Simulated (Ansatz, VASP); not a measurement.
## Two plane-wave programs on ScS4

The input INCAR:

```
SYSTEM = ScS4
PREC = Accurate
ENCUT = 520
EDIFF = 1E-6
ISMEAR = 0
SIGMA = 0.1
LREAL = .FALSE.
LASPH = .TRUE.
NELM = 60
ALGO = Normal
ISIF = 2
LWAVE = .FALSE.
LCHARG = .FALSE.
GGA = PE
NBANDS = 26
```

The input KPOINTS:

```
Automatic mesh
0
G
  4 4 6
  0 0 0
```

The input POSCAR:

```
ScS4
1.0
    3.7841652100     -3.9736361100      0.0000000000
    3.7841652100      3.9736361100      0.0000000000
    0.0000000000      0.0000000000      3.3980648500
Sc S
1 4
Direct
    0.0000000000      0.0000000000      0.0000000000
    0.8105999900      0.1894000100      0.5000000000
    0.1894000100      0.8105999900      0.5000000000
    0.2852000000      0.2852000000      0.0000000000
    0.7148000000      0.7148000000      0.0000000000
```

Input for Ansatz:

```yaml
crystal:
  lattice:
    - [3.78416521, -3.97363611, 0.0]
    - [3.78416521, 3.97363611, 0.0]
    - [0.0, 0.0, 3.39806485]
  atoms:
    - { symbol: Sc, position: [0.0, 0.0, 0.0] }
    - { symbol: S, position: [0.81059999, 0.18940001, 0.5] }
    - { symbol: S, position: [0.18940001, 0.81059999, 0.5] }
    - { symbol: S, position: [0.2852, 0.2852, 0.0] }
    - { symbol: S, position: [0.7148, 0.7148, 0.0] }
basis:
  ecutwfc: 420
kpoints:
  mp_grid: { grid: [4, 4, 6] }
hamiltonian:
  xc: pbe
scf:
  occupations: { method: gaussian, width: 0.1 }
  lower_state_search: "off"
output:
  forces: true
  stress: true
  eigenvalues: true
```

Change from the starting cell: species swapped into the OsCl4 type (Cmmm, No. 65).

Alike in both runs: task single point; functional PBE; k mesh 4 × 4 × 6; occupations gaussian, width 0.1 eV; no spin polarisation.

|  | VASP | Ansatz |
| --- | --- | --- |
| version | VASP 6.6.1 | Ansatz 0.2.0 |
| potentials or method | VASP PAW PBE potentials, release 64 (Sc_sv, S), cutoff 520 eV | scalar-relativistic, plane waves, PAW |
| valence electrons in the cell | 35 | 35 |

|  | VASP | Ansatz | Ansatz less VASP |
| --- | --- | --- | --- |
| gap on the k mesh at the Fermi level (eV) | none | none | - |
| pressure (GPa) | 19.7 | 19.6 | -0.16 |
| traceless stress, the component that is largest in VASP (GPa) | -6.22 | -6.21 | +0.018 |
| rms of the force components (eV/Å) | 1.880 | 1.862 | -0.0179 |

Atom by atom the forces differ by 0.018 eV/Å (rms over components). A gap of «none» marks a metal or a gap that the smearing closes. With one functional, cell and mesh, what is left measures potentials, basis and numerics.
